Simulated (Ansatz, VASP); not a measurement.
**Sb: VASP beside Ansatz**

The input INCAR:

```
ALGO = Normal
EDIFF = 1E-7
ENCUT = 520
GGA = PE
ISIF = 2
ISMEAR = -1
LASPH = T
LCHARG = F
LREAL = F
LWAVE = F
NBANDS = 12
NELM = 60
PREC = Accurate
SIGMA = 0.05
```

The input KPOINTS:

```
k-points
0
Gamma
  9 9 9
```

The input POSCAR:

```
Sb
1.0
    2.1927796744      1.2660019353      3.8174304072
   -2.1927796744      1.2660019353      3.8174304072
    0.0000000000     -2.5320038705      3.8174304072
Sb
2
Direct
    0.2336400000      0.2336400000      0.2336400000
    0.7663600000      0.7663600000      0.7663600000
```

Input for Ansatz:

```yaml
crystal:
  lattice:
    - [2.1927796744, 1.2660019353, 3.8174304072]
    - [-2.1927796744, 1.2660019353, 3.8174304072]
    - [0.0, -2.5320038705, 3.8174304072]
  atoms:
    - { symbol: Sb, position: [0.23364, 0.23364, 0.23364] }
    - { symbol: Sb, position: [0.76636, 0.76636, 0.76636] }
kpoints:
  mp_grid: { grid: [9, 9, 9] }
  band_path:
    path:
      - [0.0, 0.0, 0.0]
      - [0.5, 0.5, 0.5]
      - [0.7600111779, 0.2399888221, 0.5]
      - [0.5, -0.2399888221, 0.2399888221]
      - [0.5, 0.0, 0.0]
      - [0.0, 0.0, 0.0]
      - [0.369994411, -0.369994411, 0.0]
      - [0.630005589, 0.0, 0.369994411]
      - [0.5, 0.0, 0.5]
    npoints: 5
scf:
  occupations: { method: fermi_dirac, width: 0.05 }
hamiltonian:
  xc: pbe
  pseudopotentials: { kind: all_electron, lapw: { basis_error: 0.0005 } }
output:
  forces: true
  stress: true
  eigenvalues: true
```

Change from the starting cell: volume scaled by 1.06.

Alike in both runs: task single point; functional PBE; k mesh 9 × 9 × 9; occupations fermi-dirac, width 0.05 eV; no spin polarisation.

```csv
,VASP,Ansatz
version,VASP 6.6.1,Ansatz 0.2.0
potentials or method,"VASP PAW PBE potentials, release 64 (Sb), cutoff 520 eV","all-electron LAPW, scalar-relativistic"
```

```tsv
	VASP	Ansatz	Ansatz less VASP
pressure (GPa)	-0.2	-0.2	-0.02
traceless stress, the component that is largest in VASP (GPa)	0.06	0.08	+0.023
rms of the force components (eV/Å)	0.031	0.050	+0.0195
```

Atom by atom the forces differ by 0.020 eV/Å (rms over components). Ansatz ran all-electron here, and VASP with PAW potentials.

Spin-orbit coupling is off throughout.
